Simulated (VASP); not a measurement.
# RbBr (P4/mmm) in VASP: further runs

The runs below take RbBr through single point, with PBE, r2SCAN.

Program: VASP 6.6.1. These are calculated values, not measurements. Logs are shortened: lines on timing, memory, paths and dates and some standing lists are left out, and cuts for length are marked.

## 1. The cell of the first run

It takes space group P4/mmm (No. 123, tetragonal). Conventional cell: a = 3.998 Å, b = 3.998 Å, c = 4.128 Å, α = 90.00°, β = 90.00°, γ = 90.00°. Rb (site symmetry 4/mmm) has 8 Br at 3.50 Å and 6 Rb at 4.00 to 4.13 Å within 4.6 Å. Within 4.6 Å of Br (site symmetry 4/mmm) lie 8 Rb at 3.50 Å and 6 Br at 4.00 to 4.13 Å.

## 2. Single point, PBE (biaxial xy strain -3.1%)

Input file INCAR:

```
SYSTEM = RbBr
  PREC = Accurate
  ENCUT = 500
  EDIFF = 1E-6
  ISMEAR = -1
  SIGMA = 0.02
  LREAL = .False.
  LASPH = .True.
  NELM = 120
  ALGO = Normal
  ISIF = 2
  LWAVE = .False.
  LCHARG = .False.
  GGA = PE
  NBANDS = 15
  GGA_COMPAT = .False.
```

Input file KPOINTS:

```
regular mesh
0
Gamma
  6 6 6
  0 0 0
```

Input file POSCAR:

```
RbBr
1.0
    3.9983097553      0.0000000000      0.0000000000
    0.0000000000      3.9983097553      0.0000000000
    0.0000000000      0.0000000000      4.1279266522
Rb Br
1 1
Direct
    0.0000000000      0.0000000000      0.0000000000
    0.5000000000      0.5000000000      0.5000000000
```

Potentials or basis: VASP PAW PBE potentials, release 64 (Rb_sv, Br).

Started as:

```
$ cat potpaw_PBE.64/Rb_sv/POTCAR potpaw_PBE.64/Br/POTCAR > POTCAR
$ mpirun -np 1 vasp_std > vasp.out
```

OUTCAR:

```text
SYSTEM = RbBr
   PREC = Accurate
   ENCUT = 500
   EDIFF = 1E-6
   ISMEAR = -1
   LREAL = .False.
   LASPH = .True.
   NELM = 120
   ISIF = 2
   GGA = PE

 ion  position               nearest neighbor table
   1  0.000  0.000  0.000-   2 3.50   2 3.50   2 3.50   2 3.50   2 3.50   2 3.50   2 3.50   2 3.50

   2  0.500  0.500  0.500-   1 3.50   1 3.50   1 3.50   1 3.50   1 3.50   1 3.50   1 3.50   1 3.50

  LATTYP: Found a simple tetragonal cell.
 ALAT       =     3.9983097553
 C/A-ratio  =     1.0324179228

  Lattice vectors:

 A1 = (   3.9983097553,   0.0000000000,   0.0000000000)
 A2 = (   0.0000000000,   3.9983097553,   0.0000000000)
 A3 = (   0.0000000000,   0.0000000000,   4.1279266522)

Analysis of symmetry for initial positions (statically):
=====================================================================
 Subroutine PRICEL returns:
 Original cell was already a primitive cell.

 Routine SETGRP: Setting up the symmetry group for a
 simple tetragonal supercell.

 Subroutine GETGRP returns: Found 16 space group operations
 (whereof 16 operations were pure point group operations)
 out of a pool of 16 trial point group operations.

The static configuration has the point symmetry D_4h.

Analysis of symmetry for dynamics (positions and initial velocities):
=====================================================================
 Subroutine PRICEL returns:
 Original cell was already a primitive cell.

 Routine SETGRP: Setting up the symmetry group for a
 simple tetragonal supercell.

 Subroutine GETGRP returns: Found 16 space group operations
 (whereof 16 operations were pure point group operations)
 out of a pool of 16 trial point group operations.

The dynamic configuration has the point symmetry D_4h.

 Subroutine INISYM returns: Found 16 space group operations
 (whereof 16 operations are pure point group operations),
 and found     1 'primitive' translations

----------------------------------------------------------------------------------------

                                     Primitive cell

  volume of cell :      65.9910

  direct lattice vectors                    reciprocal lattice vectors
     3.998309755  0.000000000  0.000000000     0.250105685  0.000000000  0.000000000
     0.000000000  3.998309755  0.000000000     0.000000000  0.250105685  0.000000000
     0.000000000  0.000000000  4.127926652     0.000000000  0.000000000  0.242252366

[... 86 lines left out ...]
   NSW    =      0    number of steps for IOM
   IBRION =     -1    ionic relax: 0-MD 1-quasi-New 2-CG
   NFREE  =      0    steps in history (QN), initial steepest desc. (CG)
   ISIF   =      2    stress and relaxation
   ISYM   =      2    0-nonsym 1-usesym 2-fastsym
   POTIM  = 0.5000    time-step for ionic-motion
   TEBEG  =    0.0;   TEEND  =   0.0 temperature during run
   PSTRESS=    0.0 pullay stress
   NELECT =      16.0000    total number of electrons
   NUPDOWN=      -1.0000    fix difference up-down
   EMIN   =  10.00;   EMAX   =-10.00  energy-range for DOS
   EFERMI =   0.00;   METHOD = LEGACY
   ISMEAR =    -1;   SIGMA  =   0.02  broadening in eV -4-tet -1-fermi 0-gaus
   EFERMI_NEDOS =   21; number of points for ismear=-14 and -15
   IALGO  =     38    algorithm
   IMIX   =      4    mixing-type and parameters
     AMIX     =   0.40;   BMIX     =  1.00
     AMIX_MAG =   1.60;   BMIX_MAG =  1.00
  volume/ion in A,a.u.               =      33.00       222.66
  Fermi-wavevector in a.u.,A,eV,Ry     =   1.020829  1.929088 14.178534  1.042093
  Thomas-Fermi vector in A             =   2.154421
   LORBIT       =      0    0 simple, 1 ext, 2 COOP (PROOUT), +10 PAW based schemes
   GGA     = PE    functional components
   LHFCALC =     F    Hartree Fock is set to
   AEXX    =    0.0000 exact exchange contribution
   IVDW    =     0    specifies the selected vdW correction
   LEPSILON=     F    determine dielectric tensor
   LRPA    =     F    only Hartree local field effects (RPA)
 non-spin polarized calculation
  energy-cutoff  :      500.00
  volume of cell :       65.99
 maximum number of plane-waves:      1692
 NGX is ok and might be reduce to    30
   NGX = 15   NGY = 15   NGZ = 15

 number of electron      15.9999998 magnetization

 Free energy of the ion-electron system (eV)
  ---------------------------------------------------
  ext. energy  EPLUGINS =         0.00000000
  ---------------------------------------------------
  free energy    TOTEN  =        -5.95278931 eV

  energy without entropy =       -5.95278931  energy(sigma->0) =       -5.95278931

 E-fermi :   0.1843     XC(G=0):  -8.1984

 val. band max:       -0.2957789351   @ k =   0.5000   0.0000   0.5000
 cond. band min:       3.9426327877   @ k =   0.0000   0.0000   0.0000
 fundamental gap:      4.2384117228
 Fermi energy:         0.1843026527

 k-point     1 :       0.0000    0.0000    0.0000
  band No.  band energies     occupation
      1     -25.3772      2.00000
      2     -13.0772      2.00000
      3      -9.3695      2.00000
      4      -9.3362      2.00000
      5      -9.3362      2.00000
      6      -0.6134      2.00000
      7      -0.4458      2.00000
      8      -0.4458      2.00000
      9       3.9426      0.00000
     10       5.0994      0.00000
     11       5.2111      0.00000
     12       9.6559      0.00000
     13       9.6559      0.00000
     14       9.9384      0.00000
[... 401 lines left out ...]
      2     -12.9189      2.00000
      3      -9.6925      2.00000
      4      -9.5879      2.00000
      5      -9.2494      2.00000
      6      -1.7028      2.00000
      7      -1.2785      2.00000
      8      -0.3563      2.00000
      9       5.3882      0.00000
     10       6.2670      0.00000
     11       8.0887      0.00000
     12       8.1682      0.00000
     13       9.1187      0.00000
     14      10.1406      0.00000
     15      11.5940      0.00000

 [... further k-points ...]
[... 5 lines left out ...]
  --------------------------------------------------------------------------------------
  -------------------------------------------------------------------------------------
  Total        1.0145660      1.0145660      0.5997575      0.0000000      0.0000000      0.0000000
  in kB       24.6323614     24.6323614     14.5613429      0.0000000      0.0000000      0.0000000
  external PRESSURE =      21.2753552 kB  Pullay stress =       0.0000000 kB

 VOLUME and BASIS-vectors are now :
 -----------------------------------------------------------------------------
  energy-cutoff  :      500.00
  volume of cell :       65.99
      direct lattice vectors                 reciprocal lattice vectors
     3.998309755  0.000000000  0.000000000     0.250105685  0.000000000  0.000000000
     0.000000000  3.998309755  0.000000000     0.000000000  0.250105685  0.000000000
     0.000000000  0.000000000  4.127926652     0.000000000  0.000000000  0.242252366

 POSITION                                       TOTAL-FORCE (eV/Angst)
 -----------------------------------------------------------------------------------
      0.00000      0.00000      0.00000         0.000000      0.000000      0.000000
      1.99915      1.99915      2.06396         0.000000      0.000000      0.000000
 -----------------------------------------------------------------------------------
    total drift:                                0.000000     -0.000000     -0.000000

  FREE ENERGIE OF THE ION-ELECTRON SYSTEM (eV)
  ---------------------------------------------------
  free  energy   TOTEN  =        -5.9527893097 eV

  energy  without entropy=       -5.9527893097  energy(sigma->0) =       -5.95278931
```

OSZICAR:

```text
N       E                     dE             d eps       ncg     rms          rms(c)
DAV:   1     0.789346947066E+02    0.78935E+02   -0.66840E+03  1200   0.906E+02
DAV:   2    -0.134545582691E+01   -0.80280E+02   -0.73759E+02  1683   0.167E+02
DAV:   3    -0.605115460464E+01   -0.47057E+01   -0.46853E+01  1595   0.411E+01
DAV:   4    -0.617401252041E+01   -0.12286E+00   -0.12284E+00  1730   0.605E+00
DAV:   5    -0.617503599688E+01   -0.10235E-02   -0.10235E-02  1674   0.513E-01    0.291E+00
DAV:   6    -0.598142751753E+01    0.19361E+00   -0.16834E-01  1473   0.231E+00    0.199E+00
DAV:   7    -0.594996919400E+01    0.31458E-01   -0.10209E-01  1508   0.187E+00    0.970E-01
DAV:   8    -0.595279415494E+01   -0.28250E-02   -0.12629E-02  1390   0.679E-01    0.136E-01
DAV:   9    -0.595267312429E+01    0.12103E-03   -0.42807E-04  1641   0.118E-01    0.587E-02
DAV:  10    -0.595278647579E+01   -0.11335E-03   -0.22695E-04  1333   0.965E-02    0.987E-03
DAV:  11    -0.595278783505E+01   -0.13593E-05   -0.71504E-06  1652   0.175E-02    0.613E-03
DAV:  12    -0.595278926609E+01   -0.14310E-05   -0.24987E-06  1409   0.122E-02    0.931E-04
DAV:  13    -0.595278930973E+01   -0.43646E-07   -0.11784E-07  1041   0.252E-03
   1 F= -.59527893E+01 E0= -.59527893E+01  d E =-.418406E-12
```

It took 16 s on 1 thread of AMD EPYC 9R45 (Zen 5), shared host; peak memory 0.15 GiB.

What came out:

```yaml
Free_energy: -5.9528 eV
Pressure: 2.1 GPa
Band_gap_on_the_k_mesh: 4.24 eV (least direct gap 4.39 eV)
```

Levels at points of the mesh, in eV from the valence-band top:
```csv
k point,band 4,band 5,band 6,band 7,band 8,band 9,band 10,band 11,band 12,band 13
"(0.00, 0.00, 0.00)",-9.04,-9.04,-0.32,-0.15,-0.15,4.24,5.40,5.51,9.95,9.95
"(0.50, 0.00, 0.00)",-9.00,-8.98,-1.95,-0.44,-0.23,6.85,7.35,8.02,8.66,9.93
"(0.50, 0.50, 0.00)",-9.44,-8.96,-1.18,-1.18,-0.15,5.33,6.05,7.74,7.74,11.32
"(0.00, 0.00, 0.50)",-8.99,-8.99,-1.93,-0.27,-0.27,6.78,7.32,7.79,8.70,10.20
"(0.50, 0.00, 0.50)",-9.38,-8.95,-1.21,-1.13,0.00,5.25,6.30,8.01,8.12,11.17
"(0.50, 0.50, 0.50)",-9.35,-9.27,-1.57,-1.57,-1.51,8.30,8.45,8.45,9.40,9.71
```

Caveat: the cell differs from its parent crystal (biaxial xy strain -3.1%).

[end of part 1 of 2]
